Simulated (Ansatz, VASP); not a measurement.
One calculation of V, two programs

The input INCAR:

```
SYSTEM = V
ALGO = Normal
EDIFF = 1E-6
ENCUT = 520
GGA = PS
ISIF = 2
ISMEAR = 0
ISPIN = 2
LASPH = .TRUE.
LCHARG = .FALSE.
LMAXMIX = 4
LORBIT = 11
LREAL = .FALSE.
LWAVE = .FALSE.
MAGMOM = 0.05
NBANDS = 16
NELM = 150
PREC = Accurate
SIGMA = 0.05
```

Contents of KPOINTS:

```
k-points
0
G
  20 20 20
  0 0 0
```

Contents of POSCAR:

```
V
1.0
   -1.4792009239      1.4792009239      1.4792009239
    1.4792009239     -1.4792009239      1.4792009239
    1.4792009239      1.4792009239     -1.4792009239
V
1
Direct
    0.0000000000      0.0000000000      0.0000000000
```

Input for Ansatz:

```yaml
crystal:
  lattice:
    - [-1.4792009239, 1.4792009239, 1.4792009239]
    - [1.4792009239, -1.4792009239, 1.4792009239]
    - [1.4792009239, 1.4792009239, -1.4792009239]
  atoms:
    - { symbol: V, position: [0.0, 0.0, 0.0], spin: 0.05 }
basis:
  ecutwfc: 420
  ecutrho_ratio: 4
kpoints:
  mp_grid: { grid: [20, 20, 20] }
  band_path:
    path:
      - [[0.0, 0.0, 0.0], [0.5, -0.5, 0.5], [0.0, 0.0, 0.5], [0.0, 0.0, 0.0], [0.25, 0.25, 0.25], [0.5, -0.5, 0.5]]
      - [[0.25, 0.25, 0.25], [0.0, 0.0, 0.5]]
    npoints: 14
hamiltonian:
  xc: pbesol
scf:
  occupations: { method: gaussian, width: 0.05 }
  lower_state_search: "off"
output:
  forces: true
  stress: true
  eigenvalues: true
  populations: true
  dos: { projected: true, de: 0.02, nscf_kmesh: { grid: [30, 30, 30] } }
  bader: true
magnetization:
  spin_polarized: true
checkpoint:
  read: start.run
  write: ck
  compress: false
  write_wavefunctions: false
  write_every: 100000
```

Alike in both runs: task single point; functional PBEsol; k mesh 20 × 20 × 20; occupations gaussian, width 0.05 eV; collinear spin.

```csv
,VASP,Ansatz
version,VASP 6.6.1,Ansatz 0.2.0
potentials or method,"VASP PAW PBE potentials, release 64 (V_sv), cutoff 520 eV","scalar-relativistic, plane waves, PAW"
valence electrons in the cell,13,13
```

Ansatz gave:

* pressure (GPa): 0.1
* net moment per atom (μB): 0.00

Task: What did VASP give for the same quantities?

Result: Pressure (GPa): 0.3; net moment per atom (μB): 0.00.

VASP's potentials were made for PBE, not for PBEsol. Ansatz's warnings: seeded moment not kept.
